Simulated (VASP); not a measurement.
Input of a VASP 6.6.1 run:

File POSCAR:

```
C
1.0
    2.4558907252      0.0153493170      0.0000000000
   -1.2146524641      2.1191890985      0.0000000000
    0.0000000000      0.0000000000      7.0497855834
C
4
Direct
    0.0000000000      0.0000000000      0.0025000000
    0.0000000000      0.0000000000      0.5025000000
    0.3333333333      0.6666666667      0.0025000000
    0.6666666667      0.3333333333      0.5025000000
```

The input INCAR.step1:

```
ALGO = Normal
EDIFF = 1E-4
ENCUT = 520
GGA = PE
ISMEAR = 0
LASPH = True
LCHARG = False
LREAL = False
LWAVE = True
NBANDS = 16
NELM = 60
PREC = Accurate
SIGMA = 0.15
```

File INCAR.step2:

```
ALGO = Normal
EDIFF = 1E-6
ENCUT = 520
ISIF = 2
ISMEAR = 0
ISTART = 1
LASPH = True
LCHARG = False
LMIXTAU = True
LREAL = False
LWAVE = False
METAGGA = R2SCAN
NBANDS = 16
NELM = 60
PREC = Accurate
SIGMA = 0.15
```

File KPOINTS:

```
k-points
0
Gamma
  24 24 8
```

Potentials or basis: VASP PAW PBE potentials, release 64 (C).

The run is started by

```bash
$ cat potpaw_PBE.64/C/POTCAR > POTCAR
$ cp INCAR.step1 INCAR
$ mpirun -np 1 vasp_std > vasp.out
$ cp INCAR.step2 INCAR
$ mpirun -np 1 vasp_std > vasp.out
```

Problem. Estimate the largest force.

Solution. 0.138 eV/Å.

Problem. What does it give for the pressure?

Solution. 0.7 GPa.

Forces on the atoms (eV/Å):
```
C   -0.137  0.005  0.000
C    0.137 -0.005  0.000
C    0.138 -0.005  0.000
C   -0.138  0.005  0.000
```

Caveat: the cell differs from its parent crystal (strain +0.0125 x Voigt [0, 0, 0, 0, 0, 1]); the PAW data sets were made with another functional, which shifts forces and pressure a little.
